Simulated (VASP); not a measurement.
Crystal: C.

```xyz
2
Lattice="0.0000 1.7470 1.7470 1.7470 0.0000 1.7470 1.7470 1.7470 0.0000" Properties=species:S:1:pos:R:3 pbc="T T T"
C     2.6204    2.6204    2.6204
C     1.7470    1.7470    1.7470
```

Base run:

- Program: VASP 6.6.1
- Functional: r2SCAN
- Dispersion: D4
- Potentials or basis: VASP PAW PBE potentials, release 64 (C)
- Cutoff: 520 eV
- k mesh: 13 × 13 × 13
- Occupations: fermi-dirac, width 0.05 eV
- Spin: no spin polarisation

Its results: band gap on the k mesh 4.48 eV, indirect (least direct gap 6.01 eV); pressure 27.2 GPa.

Q: The run is repeated on the same cell with these changes: dispersion from D4 to rVV10. What comes out?

A: Band gap on the k mesh 4.45 eV, indirect (least direct gap 6.00 eV); pressure 28.7 GPa.

Caveats: the PAW data sets were made with another functional, which shifts forces and pressure a little.

A k mesh can miss the band edges.
